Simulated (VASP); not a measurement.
**Tl: single point with LDA**

Crystal: Tl.

```xyz
1
Lattice="-1.9474 1.9474 1.9474 1.9474 -1.9474 1.9474 1.9474 1.9474 -1.9474" Properties=species:S:1:pos:R:3 pbc="T T T"
Tl    0.0000    0.0000    0.0000
```

This isn't the form of Tl at room conditions, which is hcp.

```json
{
 "Program": "VASP 6.6.1",
 "Task": "single point",
 "Functional": "LDA",
 "Potentials or basis": "VASP PAW LDA potentials, release 64 (Tl_d)",
 "Cutoff": "520 eV",
 "k mesh": "13 × 13 × 13",
 "Occupations": "fermi-dirac, width 0.05 eV",
 "Spin": "no spin polarisation",
 "Dipole correction": "no",
 "Further INCAR settings": "ALGO = Normal; EDIFF = 1e-06; NBANDS = 12"
}
```

```
Pressure               : -2.7 GPa
Band gap on the k mesh : zero (an odd number of electrons rules out a gap without spin polarisation)
```

Levels at points of the mesh, in eV from the Fermi level:
| k point | band 3 | band 4 | band 5 | band 6 | band 7 | band 8 | band 9 | band 10 |
| --- | --- | --- | --- | --- | --- | --- | --- | --- |
| (0.00, 0.00, 0.00) | -11.54 | -11.13 | -11.13 | -9.80 | 10.46 | 10.46 | 10.46 | 12.32 |

Run time: 20 s on 1 thread of AMD EPYC 7R13 Processor (Zen 3), on a shared host, peak memory 0.12 GiB.

Caveat: spin-orbit coupling is left out, which moves the levels of the heavy elements.
